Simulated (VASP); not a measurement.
Set up this calculation in VASP 6.6.1, as the native input.

```
Task                   : electric field gradients
Functional             : LDA
Potentials or basis    : VASP PAW LDA potentials, release 64 (Zn)
Cutoff                 : 520 eV
k mesh                 : 16 × 16 × 8
Occupations            : fermi-dirac, width 0.03 eV
Spin                   : no spin polarisation
Dipole correction      : no
Further INCAR settings : ALGO = Normal; EDIFF = 1e-08; NBANDS = 19
```

The structure of Zn lies in POSCAR:

```
Zn
1.0
    2.6647980532      0.0000000000      0.0000000000
   -1.3323990266      2.3077828100      0.0000000000
    0.0000000000      0.0000000000      4.9467000000
Zn
2
Direct
    0.3333333333      0.6666666667      0.2500000000
    0.6666666667      0.3333333333      0.7500000000
```

These files were run (other wordings do the same):

INCAR

```
SYSTEM = Zn
ALGO = Normal ; EDIFF = 1E-8
ENCUT = 520 ; ISIF = 2
ISMEAR = -1 ; LASPH = .True.
LCHARG = .False. ; LEFG = .True.
LREAL = .False. ; LWAVE = .False.
NBANDS = 19 ; NELM = 80
PREC = Accurate ; SIGMA = 0.03
```

KPOINTS

```
k-points
0
Gamma
  16 16 8
  0 0 0
```

Potentials or basis: VASP PAW LDA potentials, release 64 (Zn).

Launch:

```console
$ cat potpaw_LDA.64/Zn/POTCAR > POTCAR
$ mpirun -np 1 vasp_std > vasp.out
```

Results of the run:

* Pressure: -8.5 GPa
* Band gap on the k mesh: zero (band 12 reaches 4.11 eV, above the bottom of band 13 at -0.22 eV)

Caveat: without QUAD_EFG the Cq values of the log hold for a quadrupole moment of 1 mb, not for the nuclei.

It took 32 s on 1 thread of AMD EPYC 9R45 96-Core Processor (Zen 5) (shared host), peak memory 0.15 GiB.
